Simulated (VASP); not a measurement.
# LiPr3N2 (P-3m1) in VASP: further runs

LiPr3N2 is run at these levels: PBE; tasks: single point.

All numbers are computed with VASP 6.6.1; they aren't measurements. Logs are shortened: lines on timing, memory, paths and dates and some standing lists are left out, and cuts for length are marked.

## Step 1: The cell of the first run

The structure is trigonal, space group P-3m1 (No. 164). The conventional cell has a = 3.685 Å, b = 3.685 Å, c = 12.324 Å, α = 90.00°, β = 90.00°, γ = 120.00°. Li (site symmetry -3m) has 6 Li at 3.69 Å and 6 Pr at 3.92 Å within 4.8 Å. Pr (site symmetry 3m) has 3 N at 2.47 Å within 3.3 Å. Within 3.7 Å of Pr (site symmetry -3m) lie 6 N at 2.67 Å and 12 Pr at 3.57 to 3.69 Å. Within 3.3 Å of N (site symmetry 3m) lie 6 Pr at 2.47 to 2.67 Å.

## Step 2: Single point, PBE (24.15 Å³/atom)

Contents of INCAR:

```
PREC = Accurate
ENCUT = 750
EDIFF = 1E-6
ISMEAR = 0
SIGMA = 0.1
LREAL = F
LASPH = T
NELM = 200
ALGO = Normal
ISIF = 2
LWAVE = F
LCHARG = F
GGA = PE
NBANDS = 32
GGA_COMPAT = F
LMAXMIX = 6
```

Contents of KPOINTS:

```
regular mesh
0
Gamma
  12 12 4
```

Contents of POSCAR:

```
LiPr3N2
1.0
    3.6850331679      0.0000000000      0.0000000000
   -1.8425165839      3.1913323372      0.0000000000
    0.0000000000      0.0000000000     12.3235348835
Li Pr N
1 3 2
Direct
    0.0000000000      0.0000000000      0.0000000000
    0.3333333333      0.6666666667      0.2669053193
    0.6666666667      0.3333333333      0.7330946807
    0.0000000000      0.0000000000      0.5000000000
    0.3333333333      0.6666666667      0.6310203998
    0.6666666667      0.3333333333      0.3689796002
```

Potentials or basis: VASP PAW PBE potentials, release 64 (Li_sv, Pr_3, N), 4f in core.

On the command line:

```bash
$ cat potpaw_PBE.64/Li_sv/POTCAR potpaw_PBE.64/Pr_3/POTCAR potpaw_PBE.64/N/POTCAR > POTCAR
$ mpirun -np 1 vasp_std > vasp.out
```

OUTCAR:

```text
PREC = Accurate
   ENCUT = 750
   EDIFF = 1E-6
   ISMEAR = 0
   LREAL = F
   LASPH = T
   NELM = 200
   ISIF = 2
   GGA = PE

 ion  position               nearest neighbor table
   1  0.000  0.000  0.000-
   2  0.333  0.667  0.267-   6 2.47   6 2.47   6 2.47   4 3.57   4 3.57   4 3.57
   3  0.667  0.333  0.733-   5 2.47   5 2.47   5 2.47   4 3.57   4 3.57   4 3.57
   4  0.000  0.000  0.500-   5 2.67   6 2.67   5 2.67   6 2.67   6 2.67   5 2.67   2 3.57   3 3.57
                             2 3.57   3 3.57   2 3.57   3 3.57
   5  0.333  0.667  0.631-   3 2.47   3 2.47   3 2.47   4 2.67   4 2.67   4 2.67
   6  0.667  0.333  0.369-   2 2.47   2 2.47   2 2.47   4 2.67   4 2.67   4 2.67

  LATTYP: Found a hexagonal cell.
 ALAT       =     3.6850331679
 C/A-ratio  =     3.3442127444

  Lattice vectors:

 A1 = (   3.6850331679,   0.0000000000,   0.0000000000)
 A2 = (  -1.8425165839,   3.1913323372,   0.0000000000)
 A3 = (   0.0000000000,   0.0000000000,  12.3235348835)

Analysis of symmetry for initial positions (statically):
=====================================================================
 Subroutine PRICEL returns:
 Original cell was already a primitive cell.

 Routine SETGRP: Setting up the symmetry group for a
 hexagonal supercell.

 Subroutine GETGRP returns: Found 12 space group operations
 (whereof 12 operations were pure point group operations)
 out of a pool of 24 trial point group operations.

The static configuration has the point symmetry D_3d.

Analysis of symmetry for dynamics (positions and initial velocities):
=====================================================================
 Subroutine PRICEL returns:
 Original cell was already a primitive cell.

 Routine SETGRP: Setting up the symmetry group for a
 hexagonal supercell.

 Subroutine GETGRP returns: Found 12 space group operations
 (whereof 12 operations were pure point group operations)
 out of a pool of 24 trial point group operations.

The dynamic configuration has the point symmetry D_3d.

 Subroutine INISYM returns: Found 12 space group operations
 (whereof 12 operations are pure point group operations),
 and found     1 'primitive' translations

----------------------------------------------------------------------------------------

                                     Primitive cell

  volume of cell :     144.9268

  direct lattice vectors                    reciprocal lattice vectors
[... 98 lines left out ...]
   NSW    =      0    number of steps for IOM
   IBRION =     -1    ionic relax: 0-MD 1-quasi-New 2-CG
   NFREE  =      0    steps in history (QN), initial steepest desc. (CG)
   ISIF   =      2    stress and relaxation
   ISYM   =      2    0-nonsym 1-usesym 2-fastsym
   POTIM  = 0.5000    time-step for ionic-motion
   TEBEG  =    0.0;   TEEND  =   0.0 temperature during run
   PSTRESS=    0.0 pullay stress
   NELECT =      46.0000    total number of electrons
   NUPDOWN=      -1.0000    fix difference up-down
   EMIN   =  10.00;   EMAX   =-10.00  energy-range for DOS
   EFERMI =   0.00;   METHOD = LEGACY
   ISMEAR =     0;   SIGMA  =   0.10  broadening in eV -4-tet -1-fermi 0-gaus
   EFERMI_NEDOS =   21; number of points for ismear=-14 and -15
   IALGO  =     38    algorithm
   IMIX   =      4    mixing-type and parameters
     AMIX     =   0.40;   BMIX     =  1.00
     AMIX_MAG =   1.60;   BMIX_MAG =  1.00
  volume/ion in A,a.u.               =      24.15       163.00
  Fermi-wavevector in a.u.,A,eV,Ry     =   1.116721  2.110296 16.967348  1.247065
  Thomas-Fermi vector in A             =   2.253337
   LORBIT       =      0    0 simple, 1 ext, 2 COOP (PROOUT), +10 PAW based schemes
   GGA     = PE    functional components
   LHFCALC =     F    Hartree Fock is set to
   AEXX    =    0.0000 exact exchange contribution
   IVDW    =     0    specifies the selected vdW correction
   LEPSILON=     F    determine dielectric tensor
   LRPA    =     F    only Hartree local field effects (RPA)
 non-spin polarized calculation
 Gauss-broadening in eV      SIGMA  =   0.10
  energy-cutoff  :      750.00
  volume of cell :      144.93
 maximum number of plane-waves:      6782
 NGX is ok and might be reduce to    36
   NGX = 17   NGY = 17   NGZ = 55

 number of electron      45.9999998 magnetization

 Free energy of the ion-electron system (eV)
  ---------------------------------------------------
  ext. energy  EPLUGINS =         0.00000000
  ---------------------------------------------------
  free energy    TOTEN  =       -37.72018892 eV

  energy without entropy =      -37.69811702  energy(sigma->0) =      -37.70915297

 E-fermi :   3.2942     XC(G=0):  -9.2072

 val. band max:        3.2926674378   @ k =  -0.0833   0.2500   0.2500
 cond. band min:       3.2998210363   @ k =   0.3333  -0.0000   0.2500
 fundamental gap:      0.0071535985
 Fermi energy:         3.2942047399

 k-point     1 :       0.0000    0.0000    0.0000
  band No.  band energies     occupation
      1     -43.6639      2.00000
      2     -33.2163      2.00000
      3     -33.2057      2.00000
      4     -32.6100      2.00000
      5     -16.0144      2.00000
      6     -15.5351      2.00000
[... 829 lines left out ...]
     31       6.4328      0.00000
     32       6.5228      0.00000

 [... further k-points ...]

------------------------ aborting loop because EDIFF is reached ----------------------------------------

  FORCE on cell =-STRESS in cart. coord.  units (eV):
  Direction    XX          YY          ZZ          XY          YZ          ZX
  --------------------------------------------------------------------------------------
  -------------------------------------------------------------------------------------
  Total       -0.9911630     -0.9911630     -0.9622022     -0.0000000      0.0000000      0.0000000
  in kB      -10.9573847    -10.9573847    -10.6372213     -0.0000000      0.0000000      0.0000000
  external PRESSURE =     -10.8506636 kB  Pullay stress =       0.0000000 kB

 VOLUME and BASIS-vectors are now :
 -----------------------------------------------------------------------------
  energy-cutoff  :      750.00
  volume of cell :      144.93
      direct lattice vectors                 reciprocal lattice vectors
     3.685033168  0.000000000  0.000000000     0.271367978  0.156674375  0.000000000
    -1.842516584  3.191332337  0.000000000     0.000000000  0.313348750  0.000000000
     0.000000000  0.000000000 12.323534884     0.000000000  0.000000000  0.081145549

 POSITION                                       TOTAL-FORCE (eV/Angst)
 -----------------------------------------------------------------------------------
      0.00000      0.00000      0.00000        -0.000000      0.000000     -0.000000
     -0.00000      2.12755      3.28922         0.000000      0.000000      0.005643
      1.84252      1.06378      9.03432        -0.000000      0.000000     -0.005643
      0.00000      0.00000      6.16177        -0.000000      0.000000     -0.000000
     -0.00000      2.12755      7.77640        -0.000000      0.000000      0.010370
      1.84252      1.06378      4.54713         0.000000      0.000000     -0.010370
 -----------------------------------------------------------------------------------
    total drift:                                0.000000     -0.000000      0.000000

  FREE ENERGIE OF THE ION-ELECTRON SYSTEM (eV)
  ---------------------------------------------------
  free  energy   TOTEN  =       -37.7201889233 eV

  energy  without entropy=      -37.6981170213  energy(sigma->0) =      -37.70915297
```

OSZICAR:

```text
N       E                     dE             d eps       ncg     rms          rms(c)
DAV:   1     0.444223353648E+03    0.44422E+03   -0.25568E+04  4416   0.175E+03
DAV:   2    -0.386383711350E+01   -0.44809E+03   -0.42411E+03  5152   0.389E+02
DAV:   3    -0.439525421928E+02   -0.40089E+02   -0.39381E+02  6864   0.107E+02
DAV:   4    -0.460539210410E+02   -0.21014E+01   -0.20782E+01  7080   0.242E+01
DAV:   5    -0.461362448186E+02   -0.82324E-01   -0.82280E-01  6560   0.389E+00    0.165E+01
DAV:   6    -0.389743900743E+02    0.71619E+01   -0.64281E+01  7048   0.358E+01    0.969E+00
DAV:   7    -0.377710675483E+02    0.12033E+01   -0.10608E+01  5880   0.143E+01    0.476E+00
DAV:   8    -0.377467686801E+02    0.24299E-01   -0.12600E+00  5608   0.529E+00    0.148E+00
DAV:   9    -0.377191574364E+02    0.27611E-01   -0.16904E-01  7936   0.194E+00    0.550E-01
DAV:  10    -0.377196886657E+02   -0.53123E-03   -0.10328E-02  6168   0.541E-01    0.314E-01
DAV:  11    -0.377201675955E+02   -0.47893E-03   -0.14164E-03  5840   0.252E-01    0.370E-02
DAV:  12    -0.377201894619E+02   -0.21866E-04   -0.11493E-04  6984   0.511E-02    0.170E-02
DAV:  13    -0.377201889233E+02    0.53864E-06   -0.97700E-06  5536   0.210E-02
   1 F= -.37720189E+02 E0= -.37709153E+02  d E =-.220719E-01
```

stdout:

```text
POSCAR found type information on POSCAR LiPrN
 POSCAR found :  3 types and       6 ions
 scaLAPACK will be used
 LDA part: xc-table for (Slater+PW92), standard interpolation
 POSCAR, INCAR and KPOINTS ok, starting setup
 FFT: planning ... GRIDC
 FFT: planning ... GRID_SOFT
 FFT: planning ... GRID
 WAVECAR not read
 entering main loop
```

Wall time 5.6 min (1 thread of AMD EPYC 9R45 (Zen 5), shared host); peak memory 0.67 GiB.

What came out:

```
Free energy            : -37.7202 eV
Pressure               : -1.1 GPa
Largest force          : 0.010 eV/Å
Band gap on the k mesh : zero (bands 23 and 24 overlap by 0.69 eV)
```

Forces on the atoms (eV/Å):
```
Li   0.000  0.000  0.000
Pr   0.000  0.000  0.006
Pr   0.000  0.000 -0.006
Pr   0.000  0.000  0.000
N    0.000  0.000  0.010
N    0.000  0.000 -0.010
```

Levels at points of the mesh, in eV from the Fermi level:
| k point | band 21 | band 22 | band 23 | band 24 | band 25 | band 26 |
| --- | --- | --- | --- | --- | --- | --- |
| (0.00, 0.00, 0.00) | -2.85 | -2.37 | -0.83 | 0.65 | 1.37 | 1.37 |
| (0.50, 0.00, 0.00) | -2.38 | -1.30 | 0.14 | 0.19 | 0.66 | 1.01 |
| (0.00, 0.00, 0.50) | -2.85 | -2.21 | -1.15 | 1.06 | 1.37 | 1.37 |
| (0.50, 0.00, 0.50) | -2.37 | -1.28 | 0.10 | 0.15 | 0.66 | 1.01 |

Caveat: spin-orbit coupling is left out, which moves the levels of the heavy elements; the 4f electrons are frozen in the core, so they carry no moment and show no levels; the run has no spin polarisation, though such a crystal can be magnetic. With open d or f shells a metallic result of PBE can be an artefact of self-interaction; +U or a hybrid may open a gap.

## Step 3: Single point, PBE (24.86 Å³/atom)

This run uses another cell than the first one, of 24.86 Å³/atom.

Contents of INCAR:

```
SYSTEM = LiPr3N2
  PREC = Accurate
  ENCUT = 750
  EDIFF = 1E-6
  ISMEAR = 0
  SIGMA = 0.1
  LREAL = .False.
  LASPH = .True.
  NELM = 200
  ALGO = Normal
  ISIF = 2
  LWAVE = .False.
  LCHARG = .False.
  GGA = PE
  NBANDS = 32
  GGA_COMPAT = .False.
  LMAXMIX = 6
```

Contents of KPOINTS:

```
Automatic mesh
0
Gamma
  12 12 4
  0 0 0
```

Contents of POSCAR:

```
LiPr3N2
1.0
    3.7045158660      0.0000000000      0.0000000000
   -1.8522579330      3.2082048487      0.0000000000
    0.0000000000      0.0000000000     12.5494248824
Li Pr N
1 3 2
Direct
    0.0000000000      0.0000000000      0.0000000000
    0.3333333333      0.6666666667      0.2712722732
    0.6666666667      0.3333333333      0.7287277268
    0.0000000000      0.0000000000      0.5000000000
    0.3333333333      0.6666666667      0.6291081083
    0.6666666667      0.3333333333      0.3708918917
```

Potentials or basis: VASP PAW PBE potentials, release 64 (Li_sv, Pr_3, N), 4f in core.

On the command line:

```bash
$ cat potpaw_PBE.64/Li_sv/POTCAR potpaw_PBE.64/Pr_3/POTCAR potpaw_PBE.64/N/POTCAR > POTCAR
$ mpirun -np 1 vasp_std > vasp.out
```

OUTCAR:

```text
SYSTEM = LiPr3N2
   PREC = Accurate
   ENCUT = 750
   EDIFF = 1E-6
   ISMEAR = 0
   LREAL = .False.
   LASPH = .True.
   NELM = 200
   ISIF = 2
   GGA = PE

 ion  position               nearest neighbor table
   1  0.000  0.000  0.000-
   2  0.333  0.667  0.271-   6 2.48   6 2.48   6 2.48   4 3.58   4 3.58   4 3.58
   3  0.667  0.333  0.729-   5 2.48   5 2.48   5 2.48   4 3.58   4 3.58   4 3.58
   4  0.000  0.000  0.500-   5 2.68   6 2.68   6 2.68   5 2.68   6 2.68   5 2.68   2 3.58   3 3.58
                             2 3.58   3 3.58   3 3.58   2 3.58
   5  0.333  0.667  0.629-   3 2.48   3 2.48   3 2.48   4 2.68   4 2.68   4 2.68
   6  0.667  0.333  0.371-   2 2.48   2 2.48   2 2.48   4 2.68   4 2.68   4 2.68

  LATTYP: Found a hexagonal cell.
 ALAT       =     3.7045158660
 C/A-ratio  =     3.3876018720

  Lattice vectors:

 A1 = (   3.7045158660,   0.0000000000,   0.0000000000)
 A2 = (  -1.8522579330,   3.2082048487,   0.0000000000)
 A3 = (   0.0000000000,   0.0000000000,  12.5494248824)

Analysis of symmetry for initial positions (statically):
=====================================================================
 Subroutine PRICEL returns:
 Original cell was already a primitive cell.

[... 186 lines left out ...]
  band No.  band energies     occupation
      1     -43.9337      2.00000
      2     -33.4033      2.00000
      3     -33.3931      2.00000
      4     -32.8037      2.00000
      5     -16.1675      2.00000
      6     -15.7057      2.00000
[... 829 lines left out ...]
     31       6.2009      0.00000
     32       6.3019      0.00000

 [... further k-points ...]

------------------------ aborting loop because EDIFF is reached ----------------------------------------

  FORCE on cell =-STRESS in cart. coord.  units (eV):
  Direction    XX          YY          ZZ          XY          YZ          ZX
  --------------------------------------------------------------------------------------
  -------------------------------------------------------------------------------------
  Total       -1.8197918     -1.8197918     -1.7958702      0.0000000      0.0000000      0.0000000
  in kB      -19.5485663    -19.5485663    -19.2915953      0.0000000      0.0000000      0.0000000
  external PRESSURE =     -19.4629093 kB  Pullay stress =       0.0000000 kB

 VOLUME and BASIS-vectors are now :
 -----------------------------------------------------------------------------
  energy-cutoff  :      750.00
  volume of cell :      149.15
      direct lattice vectors                 reciprocal lattice vectors
     3.704515866  0.000000000  0.000000000     0.269940806  0.155850397  0.000000000
    -1.852257933  3.208204849  0.000000000     0.000000000  0.311700794  0.000000000
     0.000000000  0.000000000 12.549424882     0.000000000  0.000000000  0.079684927

 POSITION                                       TOTAL-FORCE (eV/Angst)
 -----------------------------------------------------------------------------------
      0.00000      0.00000      0.00000        -0.000000      0.000000      0.000000
     -0.00000      2.13880      3.40431         0.000000     -0.000000      0.005495
      1.85226      1.06940      9.14511        -0.000000      0.000000     -0.005495
      0.00000      0.00000      6.27471        -0.000000      0.000000      0.000000
     -0.00000      2.13880      7.89494        -0.000000      0.000000      0.009693
      1.85226      1.06940      4.65448         0.000000     -0.000000     -0.009693
 -----------------------------------------------------------------------------------
    total drift:                                0.000000      0.000000     -0.000000

  FREE ENERGIE OF THE ION-ELECTRON SYSTEM (eV)
  ---------------------------------------------------
  free  energy   TOTEN  =       -37.6820163769 eV

  energy  without entropy=      -37.6597615342  energy(sigma->0) =      -37.67088896
```

Wall time 6.2 min (1 thread of AMD EPYC 9R45 (Zen 5), shared host); peak memory 0.68 GiB.

Results:

* Free energy: -37.6820 eV
* Pressure: -1.9 GPa
* Largest force: 0.010 eV/Å
* Band gap on the k mesh: zero (bands 23 and 24 overlap by 0.72 eV)

Forces on the atoms (eV/Å):
```
Li   0.000  0.000  0.000
Pr   0.000  0.000  0.005
Pr   0.000  0.000 -0.005
Pr   0.000  0.000  0.000
N    0.000  0.000  0.010
N    0.000  0.000 -0.010
```

Caveat: spin-orbit coupling is left out, which moves the levels of the heavy elements; the 4f electrons are frozen in the core, so they carry no moment and show no levels; the run has no spin polarisation, though such a crystal can be magnetic. Spin polarisation is off, so any magnetic state and its effect on volume and gap are missing.
